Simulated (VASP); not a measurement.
Wanted: the native input for a VASP 6.6.1 run.

```
Task                   : single point
Functional             : PBE
Potentials or basis    : VASP PAW PBE potentials, release 64 (V_sv, Bi_d, O)
Cutoff                 : 520 eV
k mesh                 : 6 × 6 × 6
Occupations            : fermi-dirac, width 0.02 eV
Spin                   : no spin polarisation
Dipole correction      : no
Further INCAR settings : ALGO = Normal; EDIFF = 1e-06; NBANDS = 64
```

The structure of VBiO4 lies in POSCAR:

```
VBiO4
1.0
   -3.6517726647      3.6517726647      3.2203408470
    3.6517726647     -3.6517726647      3.2203408470
    3.6517726647      3.6517726647     -3.2203408470
V Bi O
2 2 8
Direct
    0.2500000000      0.7500000000      0.5000000000
    0.5000000000      0.5000000000      0.0000000000
    0.0000000000      0.0000000000      0.0000000000
    0.7500000000      0.2500000000      0.5000000000
    0.6690800296      0.4879909734      0.8189109438
    0.6001690858      0.9190800296      0.6810890562
    0.0809199704      0.3998309142      0.3189109438
    0.2379909734      0.9190800296      0.3189109438
    0.5120090266      0.3309199704      0.1810890562
    0.6690800296      0.8501690858      0.1810890562
    0.1498309142      0.3309199704      0.8189109438
    0.0809199704      0.7620090266      0.6810890562
```

One way to write it, as run:

INCAR

```
SYSTEM = VBiO4
  PREC = Accurate
  ENCUT = 520
  EDIFF = 1E-6
  ISMEAR = -1
  SIGMA = 0.02
  LREAL = .FALSE.
  LASPH = .TRUE.
  NELM = 60
  ALGO = Normal
  ISIF = 2
  LWAVE = .FALSE.
  LCHARG = .FALSE.
  GGA = PE
  NBANDS = 64
```

KPOINTS

```
Automatic mesh
0
G
  6 6 6
  0 0 0
```

Potentials or basis: VASP PAW PBE potentials, release 64 (V_sv, Bi_d, O).

The run is started by

```console
$ cat potpaw_PBE.64/V_sv/POTCAR potpaw_PBE.64/Bi_d/POTCAR potpaw_PBE.64/O/POTCAR > POTCAR
$ mpirun -np 1 vasp_std > vasp.out
```

It gave:

```json
{
  "Pressure": "4.8 GPa",
  "Largest force": "0.406 eV/Å",
  "Band gap on the k mesh": "2.60 eV"
}
```

Caveat: the cell stands under pressure; spin-orbit coupling is left out, which moves the levels of the heavy elements.

It took 11 min on 1 thread of Intel(R) Xeon(R) Platinum 8488C (Sapphire Rapids), on a shared host, peak memory 0.47 GiB.
